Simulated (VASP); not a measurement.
The system is SnSe.

```xyz
2
Lattice="0.0000 3.0100 3.0100 3.0100 0.0000 3.0100 3.0100 3.0100 0.0000" Properties=species:S:1:pos:R:3 pbc="T T T"
Sn    0.0000    0.0000    0.0000
Se    3.0100    3.0100    3.0100
```

| Quantity | Value |
| --- | --- |
| Program | VASP 6.6.1 |
| Task | relaxation of cell and atoms |
| Functional | PBEsol |
| Potentials or basis | VASP PAW PBE potentials, release 64 (Sn_d, Se) |
| Cutoff | 600 eV |
| k mesh | 5 × 5 × 5 |
| Occupations | fermi-dirac, width 0.01 eV |
| Spin | no spin polarisation |

At the start: pressure -2.1 GPa; volume 27.27 Å³/atom.

Task: Where does the relaxation end?

Result: Over 3 steps the energy falls by 7.0 meV/atom and the volume is 26.22 Å³/atom (-3.9 %); space group Fm-3m (No. 225, to 0.05 Å).

The path:
```tsv
step	energy change (eV)	largest force (eV/Å)	pressure (GPa)	volume (Å³)
1	0.0000	0.0000	-2.07	54.54
2	-0.0127	0.0000	0.70	51.81
3	-0.0140	0.0000	0.00	52.44
```

Final structure:
```
Sn Se
1.0
     0.00000    2.97074    2.97074
     2.97074    0.00000    2.97074
     2.97074    2.97074    0.00000
Sn Se
1 1
Direct
  0.00000 0.00000 0.00000
  0.50000 0.50000 0.50000
```

Caveat: the PAW data sets were made with another functional, which shifts forces and pressure a little.
